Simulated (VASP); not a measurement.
Input of a VASP 6.6.1 run:

File INCAR:

```
PREC = Accurate
ENCUT = 520
EDIFF = 1E-7
ISMEAR = -1
SIGMA = 0.1
LREAL = F
LASPH = T
NELM = 100
ALGO = Normal
ISIF = 2
LWAVE = F
LCHARG = T
GGA = B5
ALDAX = 1.0
AGGAX = 1.0
AGGAC = 1.0
ALDAC = 0.0
LELF = T
LVHAR = T
NBANDS = 9
```

The input KPOINTS:

```
regular mesh
0
Gamma
  18 18 18
```

POSCAR

```
Be
1.0
    0.0000000000      2.4857320245      2.4857320245
    2.4857320245      0.0000000000      2.4857320245
    2.4857320245      2.4857320245      0.0000000000
Be
2
Direct
    0.1250000000      0.1250000000      0.1250000000
    0.8750000000      0.8750000000      0.8750000000
```

Potentials or basis: VASP PAW PBE potentials, release 64 (Be).

Launch:

```console
$ cat potpaw_PBE.64/Be/POTCAR > POTCAR
$ mpirun -np 1 vasp_std > vasp.out
```

(1) Estimate the band gap on the k mesh.

(2) Predict the pressure.

## Answers

(1) zero (band 2 reaches 6.38 eV, above the bottom of band 3 at 0.70 eV).

(2) 0.0 GPa.

Caveat: the PAW data sets were made with another functional, which shifts forces and pressure a little.
